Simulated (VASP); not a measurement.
# Rh in VASP: a series of runs, part 2 of 2

VASP 6.6.1.

**3. Single point, PBE**

INCAR

```
SYSTEM = Rh
ALGO = Normal
EDIFF = 1E-6
ENCUT = 400
GGA = PE
GGA_COMPAT = .False.
ISIF = 2
ISMEAR = -1
LASPH = .True.
LCHARG = .False.
LREAL = .False.
LWAVE = .False.
NBANDS = 142
NELM = 120
NELMDL = -8
PREC = Accurate
SIGMA = 0.05
```

KPOINTS

```
k-points
0
Gamma
  2 2 1
  0 0 0
```

POSCAR

```
Rh
1.0
    5.3740120000      0.0000000000      0.0000000000
    0.0000000000      5.3740120000      0.0000000000
    0.0000000000      0.0000000000     16.7000000000
Rh
17
Direct
    0.2499994418      0.2499994418      0.0598802395
    0.7499983253      0.2499994418      0.0598802395
    0.2499994418      0.7499983253      0.0598802395
    0.7499983253      0.7499983253      0.0598802395
    0.0094156842      0.0098436699      0.1575329341
    0.5278365586      0.0419798095      0.1712994012
    0.0138071891      0.5037204978      0.1651197605
    0.5105682682      0.5023435005      0.1599101796
    0.2759763097      0.2378297629      0.2862994012
    0.7497750284      0.2681981358      0.2822275449
    0.2583916820      0.7668386301      0.2825628743
    0.7634147449      0.7769242049      0.2872275449
   -0.0041123838      0.0088760501      0.3887544910
    0.4632107260      0.0261071244      0.4005748503
    0.0173427227      0.5306277693      0.3956347305
    0.5012828405      0.5324699684      0.4060778443
    0.7267754519      0.2333452177      0.4896347305
```

Potentials or basis: VASP PAW PBE potentials, release 64 (Rh_pv).

Started as:

```console
cat potpaw_PBE.64/Rh_pv/POTCAR > POTCAR
mpirun -np 1 vasp_std > vasp.out
```

OUTCAR:

```text
SYSTEM = Rh
   EDIFF = 1E-6
   ENCUT = 400
   GGA = PE
   ISIF = 2
   ISMEAR = -1
   LASPH = .True.
   LREAL = .False.
   NELM = 120
   NELMDL = -8
   PREC = Accurate

 ion  position               nearest neighbor table
   1  0.250  0.250  0.060-   5 2.45   7 2.56   8 2.57   6 2.63   2 2.69   3 2.69   3 2.69   2 2.69

   2  0.750  0.250  0.060-   6 2.48   5 2.50   8 2.51   7 2.64   1 2.69   4 2.69   1 2.69   4 2.69

   3  0.250  0.750  0.060-   5 2.51   7 2.54   8 2.55   4 2.69   1 2.69   1 2.69   4 2.69   6 2.86
[... 12 lines left out ...]
                             8 2.84  11 2.85   7 2.85   5 2.86
  10  0.750  0.268  0.282-   6 2.52   9 2.55  13 2.62  12 2.64   8 2.72   7 2.73  12 2.74  15 2.76
                            14 2.82   9 2.83  16 2.84   5 2.87
  11  0.258  0.767  0.283-   9 2.53  13 2.61  15 2.62  14 2.65  12 2.66  12 2.72  16 2.75   7 2.75
                             6 2.78   5 2.80   8 2.84   9 2.85
  12  0.763  0.777  0.287-  13 2.45  15 2.63  10 2.64  11 2.66  11 2.72   6 2.72  10 2.74  16 2.77
                            14 2.82   5 2.83   7 2.85   8 2.92
  13  0.996  0.009  0.389-  12 2.45  14 2.52  17 2.53  15 2.58   9 2.59  11 2.61  10 2.62  15 2.81
                            14 2.87
  14  0.463  0.026  0.401-  17 2.34   9 2.44  13 2.52  11 2.65  16 2.66  16 2.73  10 2.82  12 2.82
                            13 2.87
  15  0.017  0.531  0.396-  13 2.58  16 2.61  11 2.62  12 2.63  17 2.73  10 2.76  16 2.78   9 2.78
                            13 2.81
  16  0.501  0.532  0.406-  17 2.45  15 2.61  14 2.66  14 2.73  11 2.75  12 2.77  15 2.78   9 2.82
                            10 2.84
  17  0.727  0.233  0.490-  14 2.34  16 2.45  13 2.53  15 2.73

  LATTYP: Found a simple tetragonal cell.
 ALAT       =     5.3740120000
 C/A-ratio  =     3.1075479549

  Lattice vectors:

 A1 = (   5.3740120000,   0.0000000000,   0.0000000000)
 A2 = (   0.0000000000,   5.3740120000,   0.0000000000)
 A3 = (   0.0000000000,   0.0000000000,  16.7000000000)

Analysis of symmetry for initial positions (statically):
=====================================================================
 Subroutine PRICEL returns:
 Original cell was already a primitive cell.

 Routine SETGRP: Setting up the symmetry group for a
 simple tetragonal supercell.

 Subroutine GETGRP returns: Found  1 space group operations
 (whereof  1 operations were pure point group operations)
 out of a pool of 16 trial point group operations.

The static configuration has the point symmetry C_1 .

Analysis of symmetry for dynamics (positions and initial velocities):
=====================================================================
 Subroutine PRICEL returns:
 Original cell was already a primitive cell.

 Routine SETGRP: Setting up the symmetry group for a
 simple tetragonal supercell.

 Subroutine GETGRP returns: Found  1 space group operations
 (whereof  1 operations were pure point group operations)
 out of a pool of 16 trial point group operations.

The dynamic configuration has the point symmetry C_1 .

 Subroutine INISYM returns: Found  1 space group operations
 (whereof  1 operations are pure point group operations),
 and found     1 'primitive' translations

[... 80 lines left out ...]
            Coordinates               Weight
  0.000000  0.000000  0.000000      1.000000
  0.500000  0.000000  0.000000      1.000000
  0.000000  0.500000  0.000000      1.000000
  0.500000  0.500000  0.000000      1.000000
   k-points           NKPTS =      4   k-points in BZ     NKDIM =      4   number of bands    NBANDS=    142
   number of dos      NEDOS =    301   number of ions     NIONS =     17
   total plane-waves  NPLWV = 145152
   dimension x,y,z NGX =    36 NGY =   36 NGZ =  112
   dimension x,y,z NGXF=    72 NGYF=   72 NGZF=  224
   ions per type =              17
   NGX,Y,Z   is equivalent  to a cutoff of  11.14, 11.14, 11.15 a.u.
   NGXF,Y,Z  is equivalent  to a cutoff of  22.27, 22.27, 22.30 a.u.
 SYSTEM =  Rh
   PREC   = accura    normal or accurate (medium, high low for compatibility)
   ISTART =      0    job   : 0-new  1-cont  2-samecut
   ICHARG =      2    charge: 1-file 2-atom 10-const
   ISPIN  =      1    spin polarized calculation?
   LNONCOLLINEAR =      F non collinear calculations
   LSORBIT =      F    spin-orbit coupling
   LASPH  =      T    aspherical Exc in radial PAW
   ENCUT  =  400.0 eV  29.40 Ry    5.42 a.u.   8.76  8.76 27.23*2*pi/ulx,y,z
   NELM   =    120;   NELMIN=  2; NELMDL= -8     # of ELM steps
   EDIFF  = 0.1E-05   stopping-criterion for ELM
   LREAL  =      F    real-space projection
   EDIFFG = 0.1E-04   stopping-criterion for IOM
   NSW    =      0    number of steps for IOM
   IBRION =     -1    ionic relax: 0-MD 1-quasi-New 2-CG
   NFREE  =      0    steps in history (QN), initial steepest desc. (CG)
   ISIF   =      2    stress and relaxation
   ISYM   =      2    0-nonsym 1-usesym 2-fastsym
   POTIM  = 0.5000    time-step for ionic-motion
   TEBEG  =    0.0;   TEEND  =   0.0 temperature during run
   PSTRESS=    0.0 pullay stress
   NELECT =     255.0000    total number of electrons
   NUPDOWN=      -1.0000    fix difference up-down
   EMIN   =  10.00;   EMAX   =-10.00  energy-range for DOS
   EFERMI =   0.00;   METHOD = LEGACY
   ISMEAR =    -1;   SIGMA  =   0.05  broadening in eV -4-tet -1-fermi 0-gaus
   EFERMI_NEDOS =   21; number of points for ismear=-14 and -15
   IALGO  =     38    algorithm
   IMIX   =      4    mixing-type and parameters
     AMIX     =   0.40;   BMIX     =  1.00
     AMIX_MAG =   1.60;   BMIX_MAG =  1.00
  volume/ion in A,a.u.               =      28.37       191.45
  Fermi-wavevector in a.u.,A,eV,Ry     =   1.323784  2.501588 23.842889  1.752403
  Thomas-Fermi vector in A             =   2.453366
   LORBIT       =      0    0 simple, 1 ext, 2 COOP (PROOUT), +10 PAW based schemes
   GGA     = PE    functional components
   LHFCALC =     F    Hartree Fock is set to
   AEXX    =    0.0000 exact exchange contribution
   IVDW    =     0    specifies the selected vdW correction
   LEPSILON=     F    determine dielectric tensor
   LRPA    =     F    only Hartree local field effects (RPA)
 non-spin polarized calculation
  energy-cutoff  :      400.00
  volume of cell :      482.30
 maximum number of plane-waves:      8823
 NGX is ok and might be reduce to    36
   NGX = 17   NGY = 17   NGZ = 55

 number of electron     254.9999943 magnetization

 Free energy of the ion-electron system (eV)
  ---------------------------------------------------
  ext. energy  EPLUGINS =         0.00000000
  ---------------------------------------------------
  free energy    TOTEN  =      -113.90382213 eV

  energy without entropy =     -113.66781670  energy(sigma->0) =     -113.78581942

 E-fermi :   3.4192     XC(G=0):  -7.9785

 val. band max:        3.4141445165   @ k =   0.5000   0.5000   0.0000
 cond. band min:       3.4221729305   @ k =   0.0000   0.0000   0.0000
 fundamental gap:      0.0080284140
 Fermi energy:         3.4191814202

 k-point     1 :       0.0000    0.0000    0.0000
  band No.  band energies     occupation
      1     -43.8534      2.00000
      2     -43.8070      2.00000
      3     -43.7559      2.00000
      4     -43.7450      2.00000
      5     -43.7264      2.00000
      6     -43.6875      2.00000
[... 557 lines left out ...]
    138       4.0589      0.00001
    139       4.0919      0.00000
 [bands above 139 left out]

------------------------ aborting loop because EDIFF is reached ----------------------------------------

  FORCE on cell =-STRESS in cart. coord.  units (eV):
  Direction    XX          YY          ZZ          XY          YZ          ZX
  --------------------------------------------------------------------------------------
  -------------------------------------------------------------------------------------
  Total        1.6392721      2.2898924     10.3793648      1.3163634     -2.6216599      2.7481139
  in kB        5.4456272      7.6069739     34.4800293      4.3729314     -8.7090985      9.1291760
  external PRESSURE =      15.8442101 kB  Pullay stress =       0.0000000 kB

 VOLUME and BASIS-vectors are now :
 -----------------------------------------------------------------------------
  energy-cutoff  :      400.00
  volume of cell :      482.30
      direct lattice vectors                 reciprocal lattice vectors
     5.374012000  0.000000000  0.000000000     0.186080716  0.000000000  0.000000000
     0.000000000  5.374012000  0.000000000     0.000000000  0.186080716  0.000000000
     0.000000000  0.000000000 16.700000000     0.000000000  0.000000000  0.059880240

 POSITION                                       TOTAL-FORCE (eV/Angst)
 -----------------------------------------------------------------------------------
      1.34350      1.34350      1.00000         0.718089      0.391435     -1.755064
      4.03050      1.34350      1.00000         0.321252      0.370268     -1.898469
      1.34350      4.03050      1.00000         0.656201      0.346980     -1.304720
      4.03050      4.03050      1.00000         0.089286      0.594060     -1.107605
      0.05060      0.05290      2.63080         0.127601     -0.708177      3.483108
      2.83660      0.22560      2.86070        -1.571217     -3.363288     -0.214599
[... 9 lines left out ...]
      2.69390      2.86150      6.78150         0.017333      0.138547     -1.284467
      3.90570      1.25400      8.17690         1.375197      0.579978      1.137593
 -----------------------------------------------------------------------------------
    total drift:                               -0.001199      0.002491      0.003865

  FREE ENERGIE OF THE ION-ELECTRON SYSTEM (eV)
  ---------------------------------------------------
  free  energy   TOTEN  =      -113.9038221293 eV

  energy  without entropy=     -113.6678167045  energy(sigma->0) =     -113.78581942
```

Run time: 19 min. Hardware: 1 thread of Oxide Virtual Turin-like, shared host; peak memory 0.4 GiB.

Results:

```yaml
Free_energy: -113.9038 eV
Largest_force: 3.791 eV/Å
Band_gap_on_the_k_mesh: zero (an odd number of electrons rules out a gap without spin polarisation)
```

Forces on the atoms (eV/Å):
```
Rh   0.718  0.391 -1.755
Rh   0.321  0.370 -1.898
Rh   0.656  0.347 -1.305
Rh   0.089  0.594 -1.108
Rh   0.128 -0.708  3.483
Rh  -1.571 -3.363 -0.215
Rh  -0.492  0.287  1.563
Rh  -0.234  1.517  2.737
Rh  -1.934  2.770 -1.720
Rh   1.230  0.650  0.662
Rh   0.533 -1.080 -0.810
Rh  -1.199 -1.176 -1.943
Rh   0.222  1.165  1.978
Rh   0.824 -1.274  0.198
Rh  -0.683 -1.210  0.277
Rh   0.017  0.139 -1.284
Rh   1.375  0.580  1.138
```

Caveat: the k points lie up to 0.58 Å⁻¹ apart, too coarse for converged energies and pressures of a metal; there is no dipole correction, which matters where the two faces differ.

The gap in the log of VASP goes by the Fermi energy; the results here count the filled bands.